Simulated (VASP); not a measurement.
Wanted: the native input for a VASP 6.6.1 run.

```
Task                   : single point
Functional             : PBE
Dispersion             : D3(BJ)
Potentials or basis    : VASP PAW PBE potentials, release 64 (Si, H, O)
Cutoff                 : 520 eV
k mesh                 : 3 × 3 × 1
Occupations            : gaussian, width 0.05 eV
Spin                   : no spin polarisation
Dipole correction      : yes
Further INCAR settings : LREAL = Auto; ALGO = Normal; EDIFF = 1e-06; NBANDS = 77
```

The structure of Si8H5O3 lies in POSCAR:

```
Si8H5O3
1.0
    7.6671877233      0.0000000000      0.0000000000
   -3.8335938617      6.6399793440      0.0000000000
    0.0000000000      0.0000000000     26.3340384587
Si H O
16 10 6
Direct
    0.6666666667      0.3333333333      0.3584714139
    0.6666666667      0.8333333333      0.3584714139
    0.1666666667      0.3333333333      0.3584714139
    0.1666666667      0.8333333333      0.3584714139
    0.5000000000      0.5000000000      0.3881869120
    0.5000000000      0.0000000000      0.3881869120
    0.0000000000      0.5000000000      0.3881869120
    0.0000000000      0.0000000000      0.3881869120
    0.0025430686      0.4960339519      0.4751602262
   -0.0008303747     -0.0056329128      0.4781769897
    0.5033690346      0.4995804674      0.4784237488
    0.5005809626      0.0000616455      0.4773449720
    0.8395502718      0.6585418671      0.5076552243
    0.8355452533      0.1662523595      0.5061204483
    0.3322632889      0.6651680352      0.5059232697
    0.3331317417      0.1647701336      0.5075691304
    0.6653514983      0.3336342776      0.3014211010
    0.6661719087      0.8331931186      0.3014090201
    0.1688667030      0.3309264631      0.3014234071
    0.1665171389      0.8342554485      0.3014209472
    0.7877964797      0.6701517015      0.5933621087
    0.8254364426      0.2902965243      0.5831653888
    0.2181082020      0.6896900398      0.5838641204
    0.2669371321      0.1974940118      0.5905943345
    0.7694383950      1.0003657577      0.6217411531
    0.5101324854      0.6933849837      0.6108642527
    0.8669652325      0.6325653748      0.5696793733
    0.8481302610      0.1835010798      0.5704678930
    0.3157147861      0.6552501916      0.5703894939
    0.3437607961      0.1517277417      0.5710085466
    0.7180182904      0.9084957398      0.6513571999
    0.6349720922      0.7116777753      0.6273711835
```

One way to write it, as run:

INCAR

```
SYSTEM = Si8H5O3
PREC     = Accurate       ! precision mode
ENCUT    = 520            ! plane-wave cutoff, eV
EDIFF    = 1E-6           ! SCF threshold, eV
ISMEAR   = 0              ! smearing method
SIGMA    = 0.05           ! smearing width, eV
LREAL    = Auto         
LASPH    = .TRUE.         ! aspherical terms in the spheres
NELM     = 80             ! most SCF steps
ALGO     = Normal         ! electronic algorithm
ISIF     = 2              ! what is computed and relaxed
LWAVE    = .FALSE.        ! write WAVECAR
LCHARG   = .FALSE.        ! write CHGCAR
LDIPOL   = .TRUE.       
IDIPOL   = 3            
DIPOL    = 0.5 0.5 0.477
GGA      = PE             ! functional
IVDW     = 12             ! dispersion correction
NBANDS   = 77             ! bands
```

KPOINTS

```
regular mesh
0
G
  3 3 1
  0 0 0
```

Potentials or basis: VASP PAW PBE potentials, release 64 (Si, H, O).

Launch:

```console
$ cat potpaw_PBE.64/Si/POTCAR potpaw_PBE.64/H/POTCAR potpaw_PBE.64/O/POTCAR > POTCAR
$ mpirun -np 1 vasp_std > vasp.out
```

It gave:

* Largest force: 0.657 eV/Å
* Band gap on the k mesh: 1.12 eV
* Dispersion energy per atom: -0.138 eV

It took 42 min on 1 thread of Oxide Virtual Turin-like Processor, on a shared host, peak memory 1.5 GiB.
